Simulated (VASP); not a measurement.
# RbBr in VASP: further runs

RbBr is run at these levels: PBEsol; tasks: single point.

Everything below comes from runs of VASP 6.6.1. Logs are shortened: lines on timing, memory, paths and dates and some standing lists are left out, and cuts for length are marked.

### Step 1. The cell of the first run

Symmetry: Fm-3m, No. 225, cubic system. The conventional cell has a = 6.850 Å, b = 6.850 Å, c = 6.850 Å, α = 90.00°, β = 90.00°, γ = 90.00°. Within 4.5 Å of Rb (site symmetry m-3m) lie 6 Br at 3.42 Å. Within 4.5 Å of Br (site symmetry m-3m) lie 6 Rb at 3.42 Å.

### Step 2. Single point, PBEsol

File INCAR:

```
PREC     = Accurate       # precision mode
ENCUT    = 520            # plane-wave cutoff, eV
EDIFF    = 1E-6           # SCF threshold, eV
ISMEAR   = -1             # smearing method
SIGMA    = 0.08           # smearing width, eV
LREAL    = F              # projectors in reciprocal space
LASPH    = T              # aspherical terms in the spheres
NELM     = 100            # most SCF steps
ALGO     = Normal         # electronic algorithm
ISIF     = 2              # what is computed and relaxed
LWAVE    = F              # write WAVECAR
LCHARG   = F              # write CHGCAR
GGA      = PS             # functional
NBANDS   = 15             # bands
```

File KPOINTS:

```
Automatic mesh
0
Gamma
  10 10 10
```

File POSCAR:

```
RbBr
1.0
    3.4249237635      3.4249237635      0.0000000000
   -3.4249237635      3.4249237635      0.0000000000
    0.0000000000      3.4249237635      3.4249237635
Rb Br
1 1
Direct
    0.0000000000      0.0000000000      0.0000000000
    0.5000000000      0.5000000000      0.0000000000
```

Potentials or basis: VASP PAW PBE potentials, release 64 (Rb_sv, Br).

Command:

```bash
cat potpaw_PBE.64/Rb_sv/POTCAR potpaw_PBE.64/Br/POTCAR > POTCAR
mpirun -np 1 vasp_std > vasp.out
```

OUTCAR:

```text
PREC = Accurate
   ENCUT = 520
   EDIFF = 1E-6
   ISMEAR = -1
   LREAL = F
   LASPH = T
   NELM = 100
   ISIF = 2
   GGA = PS

 ion  position               nearest neighbor table
   1  0.000  0.000  0.000-   2 3.42   2 3.42   2 3.42   2 3.42   2 3.42   2 3.42
   2  0.500  0.500  0.000-   1 3.42   1 3.42   1 3.42   1 3.42   1 3.42   1 3.42

  LATTYP: Found a face centered cubic cell.
 ALAT       =     6.8498475270

  Lattice vectors:

 A1 = (   0.0000000000,   3.4249237635,   3.4249237635)
 A2 = (   3.4249237635,   0.0000000000,   3.4249237635)
 A3 = (   3.4249237635,   3.4249237635,   0.0000000000)

Analysis of symmetry for initial positions (statically):
=====================================================================
 Subroutine PRICEL returns:
 Original cell was already a primitive cell.

 Routine SETGRP: Setting up the symmetry group for a
 face centered cubic supercell.

 Subroutine GETGRP returns: Found 48 space group operations
 (whereof 48 operations were pure point group operations)
 out of a pool of 48 trial point group operations.

The static configuration has the point symmetry O_h .

Analysis of symmetry for dynamics (positions and initial velocities):
=====================================================================
 Subroutine PRICEL returns:
 Original cell was already a primitive cell.

 Routine SETGRP: Setting up the symmetry group for a
 face centered cubic supercell.

 Subroutine GETGRP returns: Found 48 space group operations
 (whereof 48 operations were pure point group operations)
 out of a pool of 48 trial point group operations.

The dynamic configuration has the point symmetry O_h .

 Subroutine INISYM returns: Found 48 space group operations
 (whereof 48 operations are pure point group operations),
 and found     1 'primitive' translations

----------------------------------------------------------------------------------------

                                     Primitive cell

  volume of cell :      80.3494

  direct lattice vectors                    reciprocal lattice vectors
     3.424923763  3.424923763  0.000000000     0.145988651  0.145988651 -0.145988651
    -3.424923763  3.424923763  0.000000000    -0.145988651  0.145988651 -0.145988651
     0.000000000  3.424923763  3.424923763     0.000000000  0.000000000  0.291977302

  length of vectors
     4.843573636  4.843573636  4.843573636     0.252859761  0.252859761  0.291977302

  position of ions in fractional coordinates (direct lattice)
     0.000000000  0.000000000  0.000000000
     0.500000000  0.500000000  0.000000000

  ion indices of the primitive-cell ions
   primitive index   ion index
                 1           1
                 2           2

----------------------------------------------------------------------------------------

 KPOINTS: Automatic mesh

Automatic generation of k-mesh.
 Grid dimensions read from file:
 generate k-points for:   10   10   10

 Generating k-lattice:

  Cartesian coordinates                     Fractional coordinates (reciprocal lattice)
     0.014598865  0.014598865 -0.014598865     0.100000000  0.000000000  0.000000000
    -0.014598865  0.014598865 -0.014598865     0.000000000  0.100000000  0.000000000
     0.000000000  0.000000000  0.029197730     0.000000000  0.000000000  0.100000000

  Length of vectors
     0.025285976  0.025285976  0.029197730

  Shift w.r.t. Gamma in fractional coordinates (k-lattice)
     0.000000000  0.000000000  0.000000000

 Subroutine IBZKPT returns following result:
 ===========================================

 Found     47 irreducible k-points:

 Following reciprocal coordinates:
            Coordinates               Weight
  0.000000  0.000000  0.000000      1.000000
  0.100000  0.000000  0.000000      8.000000
  0.200000  0.000000  0.000000      8.000000
  0.300000  0.000000  0.000000      8.000000
  0.400000  0.000000  0.000000      8.000000
  0.500000  0.000000  0.000000      4.000000
[... 16 lines left out ...]
  0.300000  0.300000  0.000000     12.000000
  0.400000  0.300000  0.000000     24.000000
 [... further k-points ...]
   k-points           NKPTS =     47   k-points in BZ     NKDIM =     47   number of bands    NBANDS=     15
   number of dos      NEDOS =    301   number of ions     NIONS =      2
   total plane-waves  NPLWV =  46656
   dimension x,y,z NGX =    36 NGY =   36 NGZ =   36
   dimension x,y,z NGXF=    72 NGYF=   72 NGZF=   72
   ions per type =               1   1
   NGX,Y,Z   is equivalent  to a cutoff of  12.36, 12.36, 12.36 a.u.
   NGXF,Y,Z  is equivalent  to a cutoff of  24.71, 24.71, 24.71 a.u.
 SYSTEM =  unknown system
   PREC   = accura    normal or accurate (medium, high low for compatibility)
   ISTART =      0    job   : 0-new  1-cont  2-samecut
   ICHARG =      2    charge: 1-file 2-atom 10-const
   ISPIN  =      1    spin polarized calculation?
   LNONCOLLINEAR =      F non collinear calculations
   LSORBIT =      F    spin-orbit coupling
   LASPH  =      T    aspherical Exc in radial PAW
   ENCUT  =  520.0 eV  38.22 Ry    6.18 a.u.   9.01  9.01  9.01*2*pi/ulx,y,z
   NELM   =    100;   NELMIN=  2; NELMDL= -5     # of ELM steps
   EDIFF  = 0.1E-05   stopping-criterion for ELM
   LREAL  =      F    real-space projection
[... 7 lines left out ...]
   TEBEG  =    0.0;   TEEND  =   0.0 temperature during run
   PSTRESS=    0.0 pullay stress
   NELECT =      16.0000    total number of electrons
   NUPDOWN=      -1.0000    fix difference up-down
   EMIN   =  10.00;   EMAX   =-10.00  energy-range for DOS
   EFERMI =   0.00;   METHOD = LEGACY
   ISMEAR =    -1;   SIGMA  =   0.08  broadening in eV -4-tet -1-fermi 0-gaus
   EFERMI_NEDOS =   21; number of points for ismear=-14 and -15
   IALGO  =     38    algorithm
   IMIX   =      4    mixing-type and parameters
     AMIX     =   0.40;   BMIX     =  1.00
     AMIX_MAG =   1.60;   BMIX_MAG =  1.00
  volume/ion in A,a.u.               =      40.17       271.11
  Fermi-wavevector in a.u.,A,eV,Ry     =   0.955991  1.806562 12.434627  0.913919
  Thomas-Fermi vector in A             =   2.084879
   LORBIT       =      0    0 simple, 1 ext, 2 COOP (PROOUT), +10 PAW based schemes
   GGA     = PS    functional components
   LHFCALC =     F    Hartree Fock is set to
   AEXX    =    0.0000 exact exchange contribution
   IVDW    =     0    specifies the selected vdW correction
   LEPSILON=     F    determine dielectric tensor
   LRPA    =     F    only Hartree local field effects (RPA)
 non-spin polarized calculation
  energy-cutoff  :      520.00
  volume of cell :       80.35
 maximum number of plane-waves:      2200
   NGX = 17   NGY = 17   NGZ = 17

 number of electron      15.9999999 magnetization

 Free energy of the ion-electron system (eV)
  ---------------------------------------------------
  ext. energy  EPLUGINS =         0.00000000
  ---------------------------------------------------
  free energy    TOTEN  =        -6.35539580 eV

  energy without entropy =       -6.35539580  energy(sigma->0) =       -6.35539580

 E-fermi :  -0.0347     XC(G=0):  -7.4129

 val. band max:       -1.8384278588   @ k =   0.0000   0.0000   0.0000
 cond. band min:       2.3772667770   @ k =   0.0000   0.0000   0.0000
 fundamental gap:      4.2156946357
 Fermi energy:        -0.0347391080

 k-point     1 :       0.0000    0.0000    0.0000
  band No.  band energies     occupation
      1     -26.1898      2.00000
      2     -14.0335      2.00000
      3     -10.2775      2.00000
      4     -10.2775      2.00000
      5     -10.2775      2.00000
      6      -1.8384      2.00000
      7      -1.8384      2.00000
      8      -1.8384      2.00000
      9       2.3773      0.00000
     10       5.3621      0.00000
     11       5.3621      0.00000
     12       5.3621      0.00000
     13       6.2545      0.00000
     14       6.2545      0.00000
     15       8.9702      0.00000

 k-point     2 :       0.1000    0.0000    0.0000
  band No.  band energies     occupation
      1     -26.1889      2.00000
      2     -14.0375      2.00000
      3     -10.2783      2.00000
      4     -10.2783      2.00000
      5     -10.2731      2.00000
      6      -1.9672      2.00000
      7      -1.8764      2.00000
      8      -1.8764      2.00000
      9       2.6296      0.00000
     10       5.2869      0.00000
     11       5.4828      0.00000
     12       5.4828      0.00000
     13       6.4062      0.00000
     14       6.4062      0.00000
     15       9.3653      0.00000

 k-point     3 :       0.2000    0.0000    0.0000
  band No.  band energies     occupation
      1     -26.1864      2.00000
      2     -14.0482      2.00000
      3     -10.2803      2.00000
      4     -10.2803      2.00000
      5     -10.2615      2.00000
      6      -2.2610      2.00000
      7      -1.9724      2.00000
      8      -1.9724      2.00000
      9       3.2705      0.00000
     10       5.1975      0.00000
     11       5.8352      0.00000
     12       5.8352      0.00000
     13       6.8363      0.00000
     14       6.8363      0.00000
     15      10.3551      0.00000

 k-point     4 :       0.3000    0.0000    0.0000
  band No.  band energies     occupation
      1     -26.1834      2.00000
      2     -14.0612      2.00000
      3     -10.2827      2.00000
      4     -10.2827      2.00000
      5     -10.2473      2.00000
      6      -2.5660      2.00000
      7      -2.0852      2.00000
      8      -2.0852      2.00000
      9       4.0463      0.00000
     10       5.2818      0.00000
     11       6.3927      0.00000
     12       6.3927      0.00000
     13       7.4639      0.00000
     14       7.4639      0.00000
     15      10.0059      0.00000
[... 307 lines left out ...]
 k-point    22 :      -0.2000    0.2000    0.0000
  band No.  band energies     occupation
      1     -26.1854      2.00000
      2     -14.0401      2.00000
      3     -10.3032      2.00000
      4     -10.3032      2.00000
      5     -10.2572      2.00000
      6      -2.3702      2.00000
      7      -1.9134      2.00000
      8      -1.9134      2.00000
      9       3.3726      0.00000
     10       4.5543      0.00000
     11       6.3456      0.00000
     12       6.3456      0.00000
     13       6.5586      0.00000
     14       7.3415      0.00000
     15      10.7003      0.00000

 k-point    23 :       0.3000    0.3000    0.0000
  band No.  band energies     occupation
      1     -26.1785      2.00000
      2     -14.0360      2.00000
      3     -10.3927      2.00000
      4     -10.3005      2.00000
      5     -10.2684      2.00000
      6      -2.5902      2.00000
      7      -2.1846      2.00000
      8      -2.1706      2.00000
      9       5.0031      0.00000
     10       5.5303      0.00000
     11       6.5158      0.00000
     12       7.2837      0.00000
     13       7.3290      0.00000
     14       9.1396      0.00000
     15       9.3377      0.00000

 k-point    24 :       0.4000    0.3000    0.0000
  band No.  band energies     occupation
      1     -26.1778      2.00000
      2     -14.0214      2.00000
      3     -10.4106      2.00000
      4     -10.3172      2.00000
      5     -10.2941      2.00000
      6      -2.4717      2.00000
      7      -2.2306      2.00000
      8      -2.1404      2.00000
      9       4.6629      0.00000
     10       5.8436      0.00000
     11       6.6328      0.00000
     12       6.9203      0.00000
     13       7.8788      0.00000
     14       8.4065      0.00000
     15       9.5623      0.00000

 [... further k-points ...]
[... 5 lines left out ...]
  --------------------------------------------------------------------------------------
  -------------------------------------------------------------------------------------
  Total       -0.0001967     -0.0001967     -0.0001967      0.0000000     -0.0000000      0.0000000
  in kB       -0.0039222     -0.0039222     -0.0039222      0.0000000     -0.0000000      0.0000000
  external PRESSURE =      -0.0039222 kB  Pullay stress =       0.0000000 kB

 VOLUME and BASIS-vectors are now :
 -----------------------------------------------------------------------------
  energy-cutoff  :      520.00
  volume of cell :       80.35
      direct lattice vectors                 reciprocal lattice vectors
     3.424923763  3.424923763  0.000000000     0.145988651  0.145988651 -0.145988651
    -3.424923763  3.424923763  0.000000000    -0.145988651  0.145988651 -0.145988651
     0.000000000  3.424923763  3.424923763     0.000000000  0.000000000  0.291977302

 POSITION                                       TOTAL-FORCE (eV/Angst)
 -----------------------------------------------------------------------------------
      0.00000      0.00000      0.00000        -0.000000     -0.000000      0.000000
      0.00000      3.42492      0.00000         0.000000      0.000000      0.000000
 -----------------------------------------------------------------------------------
    total drift:                               -0.000000      0.000000     -0.000000

  FREE ENERGIE OF THE ION-ELECTRON SYSTEM (eV)
  ---------------------------------------------------
  free  energy   TOTEN  =        -6.3553957985 eV

  energy  without entropy=       -6.3553957984  energy(sigma->0) =       -6.35539580
```

It took 60 s on 1 thread of Oxide Virtual Turin-like, shared host; peak memory 0.2 GiB.

Results:

| Quantity | Value |
| --- | --- |
| Free energy | -6.3554 eV |
| Pressure | 0.0 GPa |
| Band gap on the k mesh | 4.22 eV |

Levels at points of the mesh, in eV from the valence-band top:
| k point | band 4 | band 5 | band 6 | band 7 | band 8 | band 9 | band 10 | band 11 | band 12 | band 13 |
| --- | --- | --- | --- | --- | --- | --- | --- | --- | --- | --- |
| (0.00, 0.00, 0.00) | -8.44 | -8.44 | 0.00 | 0.00 | 0.00 | 4.22 | 7.20 | 7.20 | 7.20 | 8.09 |
| (0.50, 0.00, 0.00) | -8.45 | -8.39 | -1.02 | -0.37 | -0.37 | 6.67 | 7.62 | 9.44 | 9.44 | 10.07 |
| (0.50, 0.50, 0.00) | -8.51 | -8.51 | -0.49 | -0.16 | -0.16 | 5.49 | 7.02 | 9.06 | 9.15 | 9.38 |

Caveat: the PAW data sets were made with another functional, which shifts forces and pressure a little.

### Step 3. Single point, PBEsol, non-collinear spin, zero start, spin-orbit coupling

File INCAR:

```
ALGO     = Normal         # electronic algorithm
EDIFF    = 1E-6           # SCF threshold, eV
ENCUT    = 520            # plane-wave cutoff, eV
GGA      = PS             # functional
GGA_COMPAT= False        
ISIF     = 2              # what is computed and relaxed
ISMEAR   = 0              # smearing method
LASPH    = True           # aspherical terms in the spheres
LCHARG   = False          # write CHGCAR
LORBIT   = 11             # projections on sites
LORBMOM  = True         
LREAL    = False          # projectors in reciprocal space
LSORBIT  = True           # spin-orbit coupling
LWAVE    = False          # write WAVECAR
MAGMOM   = 0 0 0 0 0 0    # initial moments
NBANDS   = 28             # bands
NELM     = 150            # most SCF steps
PREC     = Accurate       # precision mode
SIGMA    = 0.01           # smearing width, eV
```

File KPOINTS:

```
k-points
0
Gamma
  6 6 6
```

POSCAR is that of step 2.

Potentials or basis: VASP PAW PBE potentials, release 64 (Rb_sv, Br).

Command:

```bash
cat potpaw_PBE.64/Rb_sv/POTCAR potpaw_PBE.64/Br/POTCAR > POTCAR
mpirun -np 1 vasp_ncl > vasp.out
```

It took 91 s on 1 thread of Oxide Virtual Turin-like, shared host; peak memory 0.36 GiB.

The run converged. Its results:

- Free energy: -6.4079 eV
- Pressure: 0.0 GPa
- Net moment: 0.00 μB per cell
- Valence electrons inside the program's atomic spheres: Rb 7.31; Br 4.87

Moments on the atoms (μB; x, y, z):
```
Rb  0.00 0.00 0.00
Br  0.00 0.00 0.00
```

Caveat: the PAW data sets were made with another functional, which shifts forces and pressure a little.

### Step 4. Single point, PBEsol, non-collinear spin, zero start, spin-orbit coupling (film at in-plane strain -0.02)

File INCAR:

```
SYSTEM = RbBr
ALGO = Normal
EDIFF = 1E-6
ENCUT = 520
GGA = PS
GGA_COMPAT = .FALSE.
ISIF = 2
ISMEAR = 0
LASPH = .TRUE.
LCHARG = .FALSE.
LNONCOLLINEAR = .TRUE.
LORBIT = 11
LORBMOM = .TRUE.
LREAL = .FALSE.
LSORBIT = .TRUE.
LWAVE = .FALSE.
MAGMOM = 0 0 0 0 0 0
NBANDS = 28
NELM = 150
PREC = Accurate
SIGMA = 0.01
```

File KPOINTS:

```
k-points
0
G
  6 6 6
  0 0 0
```

File POSCAR:

```
RbBr
1.0
    3.3564252882      3.3564252882      0.0000000000
   -3.3564252882      3.3564252882      0.0000000000
    0.0000000000      3.3564252882      3.4378193339
Rb Br
1 1
Direct
    0.0000000000      0.0000000000      0.0000000000
    0.5000000000      0.5000000000      0.0000000000
```

Command:

```bash
cat potpaw_PBE.64/Rb_sv/POTCAR potpaw_PBE.64/Br/POTCAR > POTCAR
mpirun -np 1 vasp_ncl > vasp.out
```

Wall time 3.1 min (1 thread of Oxide Virtual Turin-like, shared host); peak memory 0.4 GiB.

Results (log left out):

```yaml
Free_energy: -6.3997 eV
Pressure: 0.6 GPa
Net_moment: 0.00 μB per cell
Valence_electrons_inside_the_program's_atomic_spheres: Rb 7.32; Br 4.88
```

Stress tensor (GPa, compression positive):
```
0.87 0.00 0.00
0.00 0.87 0.00
0.00 0.00 0.05
```

Moments on the atoms (μB; x, y, z):
```
Rb  0.00 0.00 0.00
Br  0.00 0.00 0.00
```

Caveat: the cell differs from its parent crystal (film at in-plane strain -0.02); the PAW data sets were made with another functional, which shifts forces and pressure a little.

(Part 1 of 2 ends here.)
